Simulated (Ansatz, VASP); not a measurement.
**Two plane-wave programs on Rb3HBr4**

```
CELL_PARAMETERS angstrom
6.06041 0.00000 0.00000
0.00000 6.06041 0.00000
0.00000 0.00000 6.06041
ATOMIC_POSITIONS crystal
Rb 0.00000 0.50000 0.50000
Rb 0.50000 0.00000 0.50000
Rb 0.50000 0.50000 0.00000
H 0.00000 0.00000 0.00000
Br 0.50000 0.00000 0.00000
Br 0.50000 0.50000 0.50000
Br 0.00000 0.00000 0.50000
Br 0.00000 0.50000 0.00000
```

Change from the starting cell: species swapped into the Mg3MnO4 type (Pm-3m, No. 221).

Alike in both runs: task relaxation of cell and atoms; functional PBE; k mesh 4 × 4 × 4; occupations gaussian, width 0.1 eV; no spin polarisation.

```csv
,VASP,Ansatz
version,VASP 6.6.1,Ansatz 0.2.0
potentials or method,"VASP PAW PBE potentials, release 64 (Rb_sv, H, Br), cutoff 600 eV","scalar-relativistic, plane waves, PAW"
valence electrons in the cell,56,56
```

|  | VASP | Ansatz | Ansatz less VASP |
| --- | --- | --- | --- |
| gap on the k mesh at the Fermi level, each at its own relaxed structure (eV) | none | none | - |
| relaxed volume (Å³/atom) | 39.99 | 39.65 | -0.338 |
| relaxed length of the cell vector where the two differ most in proportion (Å) | 6.839 | 6.820 | -0.0193 |

A gap of «none» marks a metal or a gap that the smearing closes.

Noted on VASP's run: the volume moved by over 15 % at a fixed basis, so the end points are rough.
